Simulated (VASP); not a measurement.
Au: single point with r2SCAN0

Crystal: Au.

```xyz
1
Lattice="0.0000 1.9935 1.9935 1.9935 0.0000 1.9935 1.9935 1.9935 0.0000" Properties=species:S:1:pos:R:3 pbc="T T T"
Au    0.0000    0.0000    0.0000
```

```json
{"Program": "VASP 6.6.1", "Task": "single point", "Functional": "r2SCAN0", "Potentials or basis": "VASP PAW PBE potentials, release 64 (Au)", "Cutoff": "520 eV", "k mesh": "6 × 6 × 6", "Occupations": "fermi-dirac, width 0.05 eV", "Spin": "no spin polarisation", "Dipole correction": "no", "Grid for exact exchange (PRECFOCK)": "Normal", "Further INCAR settings": "ALGO = Normal; EDIFF = 1e-07; NBANDS = 12", "Share of exact exchange": "0.25"}
```

| Item | Value |
| --- | --- |
| Pressure | 21.2 GPa |
| Band gap on the k mesh | zero (an odd number of electrons rules out a gap without spin polarisation) |

Levels at points of the mesh, in eV from the Fermi level:
| k point | band 4 | band 5 | band 6 | band 7 | band 8 | band 9 |
| --- | --- | --- | --- | --- | --- | --- |
| (0.00, 0.00, 0.00) | -6.58 | -4.76 | -4.76 | 16.65 | 21.36 | 21.36 |
| (0.50, 0.00, 0.00) | -3.14 | -3.14 | -1.35 | 4.83 | 16.09 | 20.25 |
| (0.50, 0.50, 0.00) | -2.67 | -2.67 | 1.77 | 8.23 | 12.23 | 12.23 |

It took 6.4 min on 1 thread of Intel(R) Xeon(R) 6975P-C (Granite Rapids), with other jobs on the host, peak memory 0.15 GiB.

Caveat: the k points lie up to 0.45 Å⁻¹ apart, too coarse for converged energies and pressures of a metal; the PAW data sets were made with another functional, which shifts forces and pressure a little; spin-orbit coupling is left out, which moves the levels of the heavy elements.
